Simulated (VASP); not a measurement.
A run of VASP 6.6.1:

The input INCAR:

```
SYSTEM = Pt
ALGO = Normal
DIPOL = 0.5 0.5 0.500
EDIFF = 1E-6
ENCUT = 400
GGA = PE
GGA_COMPAT = .FALSE.
IDIPOL = 3
ISIF = 2
ISMEAR = 0
LASPH = .TRUE.
LCHARG = .FALSE.
LDIPOL = .TRUE.
LREAL = .FALSE.
LWAVE = .FALSE.
NBANDS = 28
NELM = 120
NELMDL = -8
PREC = Accurate
SIGMA = 0.1
```

The input KPOINTS:

```
k-points
0
G
  12 9 1
  0 0 0
```

Contents of POSCAR:

```
Pt
1.0
    2.8072945026      0.0000000000      0.0000000000
    0.0000000000      3.9701139592      0.0000000000
    0.0000000000      0.0000000000     19.2109417539
Pt
4
Direct
    0.5000000000      0.5000000000      0.3904025162
    0.0000000000      0.0000000000      0.4634675054
    0.5000000000      0.5000000000      0.5365324946
    0.0000000000      0.0000000000      0.6095974838
```

Potentials or basis: VASP PAW PBE potentials, release 64 (Pt).

Launch:

```sh
$ cat potpaw_PBE.64/Pt/POTCAR > POTCAR
$ mpirun -np 1 vasp_std > vasp.out
```

Hardware: 1 thread of Intel(R) Xeon(R) 6975P-C (Granite Rapids) (shared host).

Q: How long does it take, and how much memory?

A: Wall time 2.4 min on 1 thread of Intel(R) Xeon(R) 6975P-C (Granite Rapids) (shared host), peak memory 0.29 GiB. Counts: scf iterations 25, k points 35.
